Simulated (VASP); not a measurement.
# Si2Mo (I4/mmm) in VASP: single point with PBE+D3(BJ)

Aim: the single point of Si2Mo with PBE+D3(BJ).

Everything below comes from runs of VASP 6.6.1. Logs are shortened: lines on timing, memory, paths and dates and some standing lists are left out, and cuts for length are marked.

## (1) The cell of the first run

Symmetry: I4/mmm, No. 139, tetragonal system. Conventional cell: a = 3.179 Å, b = 3.179 Å, c = 7.796 Å, α = 90.00°, β = 90.00°, γ = 90.00°. Si (site symmetry 4mm) has 9 Si at 2.58 to 3.18 Å and 5 Mo at 2.59 to 2.61 Å within 3.4 Å. Within 3.4 Å of Mo (site symmetry 4/mmm) lie 10 Si at 2.59 to 2.61 Å and 4 Mo at 3.18 Å.

## (2) Single point, PBE+D3(BJ)

Contents of INCAR:

```
PREC = Accurate
ENCUT = 520
EDIFF = 1E-6
ISMEAR = 0
SIGMA = 0.1
LREAL = F
LASPH = T
NELM = 100
ALGO = Normal
ISIF = 2
LWAVE = F
LCHARG = F
GGA = PE
IVDW = 12
NBANDS = 18
```

Contents of KPOINTS:

```
Automatic mesh
0
Gamma
  18 18 18
```

Contents of POSCAR:

```
Si2Mo
1.0
   -1.5893120259      1.5893120259      3.8981043696
    1.5893120259     -1.5893120259      3.8981043696
    1.5893120259      1.5893120259     -3.8981043696
Si Mo
2 1
Direct
    0.6653941151      0.6653941151      0.0000000000
    0.3346058849      0.3346058849      0.0000000000
    0.0000000000      0.0000000000      0.0000000000
```

Potentials or basis: VASP PAW PBE potentials, release 64 (Si, Mo_sv).

Command:

```console
> cat potpaw_PBE.64/Si/POTCAR potpaw_PBE.64/Mo_sv/POTCAR > POTCAR
> mpirun -np 1 vasp_std > vasp.out
```

OUTCAR:

```text
PREC = Accurate
   ENCUT = 520
   EDIFF = 1E-6
   ISMEAR = 0
   LREAL = F
   LASPH = T
   NELM = 100
   ISIF = 2
   GGA = PE
   IVDW = 12
 IVDW          = 12

 ion  position               nearest neighbor table
   1  0.665  0.665  0.000-   2 2.58   3 2.59   3 2.59   3 2.59   3 2.59   2 2.61   2 2.61   2 2.61
                             2 2.61   3 2.61
   2  0.335  0.335  0.000-   1 2.58   3 2.59   3 2.59   3 2.59   3 2.59   1 2.61   1 2.61   1 2.61
                             1 2.61   3 2.61
   3  0.000  0.000  0.000-   1 2.59   2 2.59   1 2.59   2 2.59   1 2.59   2 2.59   2 2.59   1 2.59
                             1 2.61   2 2.61

  LATTYP: Found a body centered tetragonal cell.
 ALAT       =     3.1786240518
 C/A-ratio  =     2.4526992221

  Lattice vectors:

 A1 = (  -1.5893120259,   1.5893120259,   3.8981043696)
 A2 = (   1.5893120259,  -1.5893120259,   3.8981043696)
 A3 = (   1.5893120259,   1.5893120259,  -3.8981043696)

Analysis of symmetry for initial positions (statically):
=====================================================================
 Subroutine PRICEL returns:
 Original cell was already a primitive cell.

 Routine SETGRP: Setting up the symmetry group for a
 body centered tetragonal supercell.

 Subroutine GETGRP returns: Found 16 space group operations
 (whereof 16 operations were pure point group operations)
 out of a pool of 16 trial point group operations.

The static configuration has the point symmetry D_4h.

Analysis of symmetry for dynamics (positions and initial velocities):
=====================================================================
 Subroutine PRICEL returns:
 Original cell was already a primitive cell.

 Routine SETGRP: Setting up the symmetry group for a
 body centered tetragonal supercell.

 Subroutine GETGRP returns: Found 16 space group operations
 (whereof 16 operations were pure point group operations)
 out of a pool of 16 trial point group operations.

The dynamic configuration has the point symmetry D_4h.

 Subroutine INISYM returns: Found 16 space group operations
 (whereof 16 operations are pure point group operations),
 and found     1 'primitive' translations

----------------------------------------------------------------------------------------

                                     Primitive cell

  volume of cell :      39.3851

[... 88 lines left out ...]
   ENCUT  =  520.0 eV  38.22 Ry    6.18 a.u.   8.37  8.37  8.37*2*pi/ulx,y,z
   NELM   =    100;   NELMIN=  2; NELMDL= -5     # of ELM steps
   EDIFF  = 0.1E-05   stopping-criterion for ELM
   LREAL  =      F    real-space projection
   EDIFFG = 0.1E-04   stopping-criterion for IOM
   NSW    =      0    number of steps for IOM
   IBRION =     -1    ionic relax: 0-MD 1-quasi-New 2-CG
   NFREE  =      0    steps in history (QN), initial steepest desc. (CG)
   ISIF   =      2    stress and relaxation
   ISYM   =      2    0-nonsym 1-usesym 2-fastsym
   POTIM  = 0.5000    time-step for ionic-motion
   TEBEG  =    0.0;   TEEND  =   0.0 temperature during run
   PSTRESS=    0.0 pullay stress
   NELECT =      22.0000    total number of electrons
   NUPDOWN=      -1.0000    fix difference up-down
   EMIN   =  10.00;   EMAX   =-10.00  energy-range for DOS
   EFERMI =   0.00;   METHOD = LEGACY
   ISMEAR =     0;   SIGMA  =   0.10  broadening in eV -4-tet -1-fermi 0-gaus
   EFERMI_NEDOS =   21; number of points for ismear=-14 and -15
   IALGO  =     38    algorithm
   IMIX   =      4    mixing-type and parameters
     AMIX     =   0.40;   BMIX     =  1.00
     AMIX_MAG =   1.60;   BMIX_MAG =  1.00
  volume/ion in A,a.u.               =      13.13        88.59
  Fermi-wavevector in a.u.,A,eV,Ry     =   1.348254  2.547831 24.732527  1.817789
  Thomas-Fermi vector in A             =   2.475938
   LORBIT       =      0    0 simple, 1 ext, 2 COOP (PROOUT), +10 PAW based schemes
   GGA     = PE    functional components
   LHFCALC =     F    Hartree Fock is set to
   AEXX    =    0.0000 exact exchange contribution
   IVDW    =    12    specifies the selected vdW correction
   LEPSILON=     F    determine dielectric tensor
   LRPA    =     F    only Hartree local field effects (RPA)
 non-spin polarized calculation
 Gauss-broadening in eV      SIGMA  =   0.10
  energy-cutoff  :      520.00
  volume of cell :       39.39
 maximum number of plane-waves:      1079
 NGX is ok and might be reduce to    36
   NGX = 17   NGY = 17   NGZ = 17

 number of electron      22.0000000 magnetization

 Free energy of the ion-electron system (eV)
  ---------------------------------------------------
  ext. energy  EPLUGINS =         0.00000000
  ---------------------------------------------------
  free energy    TOTEN  =       -23.23022464 eV

  energy without entropy =      -23.22907797  energy(sigma->0) =      -23.22965131

 E-fermi :  12.5860     XC(G=0): -12.5300

 val. band max:       12.5137217996   @ k =  -0.3889  -0.4444   0.3889
 cond. band min:      12.5908166570   @ k =  -0.3333  -0.3333   0.2778
 fundamental gap:      0.0770948574
 Fermi energy:        12.5859506742

 k-point     1 :       0.0000    0.0000    0.0000
  band No.  band energies     occupation
      1     -48.1103      2.00000
      2     -22.2791      2.00000
      3     -22.1875      2.00000
      4     -22.1875      2.00000
      5      -1.0106      2.00000
      6       6.0709      2.00000
[... 481 lines left out ...]
      5      -0.1282      2.00000
      6       6.1592      2.00000
[... 10 lines left out ...]
     17      18.9725      0.00000
     18      21.0987      0.00000

 [... further k-points ...]

------------------------ aborting loop because EDIFF is reached ----------------------------------------

 Edisp (eV)   -1.76783

 E8    (eV) :    -0.7689

  FORCE on cell =-STRESS in cart. coord.  units (eV):
  Direction    XX          YY          ZZ          XY          YZ          ZX
  --------------------------------------------------------------------------------------
  -------------------------------------------------------------------------------------
  Total       0.04240     0.04240     0.03468     0.00000     0.00000     0.00000
  in kB       1.72470     1.72470     1.41057     0.00000     0.00000     0.00000
  external pressure =        1.62 kB  Pullay stress =        0.00 kB

 VOLUME and BASIS-vectors are now :
 -----------------------------------------------------------------------------
  energy-cutoff  :      520.00
  volume of cell :       39.39
      direct lattice vectors                 reciprocal lattice vectors
    -1.589312026  1.589312026  3.898104370     0.000000000  0.314601533  0.128267474
     1.589312026 -1.589312026  3.898104370     0.314601533  0.000000000  0.128267474
     1.589312026  1.589312026 -3.898104370     0.314601533  0.314601533  0.000000000

 POSITION                                       TOTAL-FORCE (eV/Angst)
 -----------------------------------------------------------------------------------
      0.00000      0.00000      5.18755         0.000000      0.000000      0.004122
      0.00000      0.00000      2.60866        -0.000000     -0.000000     -0.004122
      0.00000      0.00000      0.00000        -0.000000     -0.000000     -0.000000
 -----------------------------------------------------------------------------------
    total drift:                                0.000000     -0.000000     -0.000000

  FREE ENERGIE OF THE ION-ELECTRON SYSTEM (eV)
  ---------------------------------------------------
  free  energy   TOTEN  =       -24.9980509989 eV

  energy  without entropy=      -24.9969043288  energy(sigma->0) =      -24.99747766
```

Wall time 7.3 min (1 thread of Intel Xeon 8259CL, shared host); peak memory 0.46 GiB.

Results:

* Free energy: -24.9981 eV
* Pressure: 0.2 GPa
* Largest force: 0.004 eV/Å
* Band gap on the k mesh: zero (bands 11 and 12 overlap by 0.98 eV)
* Dispersion energy per atom: -0.589 eV

Forces in eV/Å, atoms in the order of the input:
```
Si   0.000  0.000  0.004
Si   0.000  0.000 -0.004
Mo   0.000  0.000  0.000
```

Levels at points of the mesh, in eV from the Fermi level:
| k point | band 8 | band 9 | band 10 | band 11 | band 12 | band 13 | band 14 | band 15 |
| --- | --- | --- | --- | --- | --- | --- | --- | --- |
| (0.00, 0.00, 0.00) | -3.15 | -2.68 | -2.68 | 0.39 | 3.10 | 3.27 | 3.61 | 3.61 |
| (0.50, 0.00, 0.00) | -4.55 | -2.65 | -2.62 | -0.53 | 2.34 | 3.13 | 4.22 | 4.26 |
| (0.50, 0.50, 0.00) | -5.21 | -4.53 | -3.15 | -1.20 | 2.39 | 2.82 | 3.19 | 3.38 |
| (0.50, 0.50, 0.50) | -2.27 | -0.60 | -0.60 | -0.48 | -0.48 | 0.53 | 4.78 | 5.39 |

The gap in the log of VASP goes by the Fermi energy; the results here count the filled bands.